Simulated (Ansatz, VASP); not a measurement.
Be in VASP and in Ansatz

The input INCAR:

```
SYSTEM = Be
PREC     = Accurate       ! precision mode
ENCUT    = 600            ! plane-wave cutoff, eV
EDIFF    = 1E-6           ! SCF threshold, eV
ISMEAR   = 1              ! smearing method
SIGMA    = 0.1            ! smearing width, eV
LREAL    = .FALSE.        ! projectors in reciprocal space
LASPH    = .TRUE.         ! aspherical terms in the spheres
NELM     = 100            ! most SCF steps
ALGO     = Fast           ! electronic algorithm
ISIF     = 3              ! what is computed and relaxed
LWAVE    = .FALSE.        ! write WAVECAR
LCHARG   = .FALSE.        ! write CHGCAR
GGA      = RE             ! functional
IBRION   = 2              ! ionic algorithm
NSW      = 60             ! ionic steps
EDIFFG   = -0.01          ! ionic threshold
```

The input KPOINTS:

```
regular mesh
0
G
  13 13 8
  0 0 0
```

The input POSCAR:

```
Be
1.0
    2.2901170000      0.0087640000     -0.0032350000
   -1.1374690000      1.9773800000      0.0002620000
   -0.0050740000     -0.0024540000      3.5719690000
Be
2
Direct
    0.6666666667      0.3333333333      0.7500000000
    0.3333333333      0.6666666667      0.2500000000
```

input.yaml

```yaml
crystal:
  lattice:
    - [2.290117, 0.008764, -0.003235]
    - [-1.137469, 1.97738, 0.000262]
    - [-0.005074, -0.002454, 3.571969]
  atoms:
    - { symbol: Be, position: [0.6666666667, 0.3333333333, 0.75] }
    - { symbol: Be, position: [0.3333333333, 0.6666666667, 0.25] }
hamiltonian:
  xc: revpbe
  pseudopotentials: { kind: paw }
kpoints:
  mp_grid: { grid: [13, 13, 8] }
scf:
  occupations: { method: methfessel_paxton, width: 0.1 }
output:
  forces: true
  stress: true
  eigenvalues: true
relax:
  f_tol: 0.01
  max_steps: 40
  cell: { stress_tol: 0.05 }
```

Change from the starting cell: cell strained at random at fixed volume.

Alike in both runs: task relaxation of cell and atoms; functional revPBE; k mesh 13 × 13 × 8; occupations methfessel-paxton of order 1, width 0.1 eV; no spin polarisation.

```csv
,VASP,Ansatz
version,VASP 6.6.1,Ansatz 0.2.0
potentials or method,"VASP PAW PBE potentials, release 64 (Be)",Ansatz PAW
plane-wave cutoff (eV),600,420
valence electrons in the cell,4,4
```

Ansatz gave:

```
gap on the k mesh at the Fermi level, each at its own relaxed structure (eV)  : none
relaxed volume (Å³/atom)                                                      : 8.09
relaxed length of the cell vector where the two differ most in proportion (Å) : 2.285
```

Question: Estimate VASP's values.

Answer: gap on the k mesh at the Fermi level, each at its own relaxed structure (eV): none; relaxed volume (Å³/atom): 8.09; relaxed length of the cell vector where the two differ most in proportion (Å): 2.286.

VASP's potentials were made for PBE, not for revPBE. A gap of «none» marks a metal or a gap that the smearing closes.

Noted on Ansatz's run: the plane-wave basis is chosen anew once the cell has moved, so the energies of steps on either side of that aren't comparable.
